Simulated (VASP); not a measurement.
A run of VASP 6.6.1 is set up as follows.

The input POSCAR:

```
Mo
1.0
   -1.5703734033      1.5703734033      1.5703734033
    1.5703734033     -1.5703734033      1.5703734033
    1.5703734033      1.5703734033     -1.5703734033
Mo
1
Direct
    0.0000000000      0.0000000000      0.0000000000
```

File INCAR.step1:

```
PREC = Accurate
ENCUT = 520
ISMEAR = 0
SIGMA = 0.05
LREAL = False
LASPH = True
NELM = 60
NBANDS = 13
GGA = PE
ALGO = Normal
EDIFF = 1E-4
LWAVE = True
LCHARG = False
```

INCAR.step2

```
PREC = Accurate
ENCUT = 520
EDIFF = 1E-6
ISMEAR = 0
SIGMA = 0.05
LREAL = False
LASPH = True
NELM = 60
ALGO = Normal
ISIF = 2
LWAVE = False
LCHARG = False
METAGGA = R2SCAN
LMIXTAU = True
NBANDS = 13
ISTART = 1
```

KPOINTS

```
regular mesh
0
Gamma
  20 20 20
```

Potentials or basis: VASP PAW PBE potentials, release 64 (Mo_sv).

Run with:

```console
$ cat potpaw_PBE.64/Mo_sv/POTCAR > POTCAR
$ cp INCAR.step1 INCAR
$ mpirun -np 1 vasp_std > vasp.out
$ cp INCAR.step2 INCAR
$ mpirun -np 1 vasp_std > vasp.out
```

Problem. Estimate the pressure.

Solution. 3.9 GPa.

Problem. What does it give for the band gap on the k mesh?

Solution. Zero (band 7 reaches 16.89 eV, above the bottom of band 8 at 11.25 eV).

Caveat: the PAW data sets were made with another functional, which shifts forces and pressure a little.
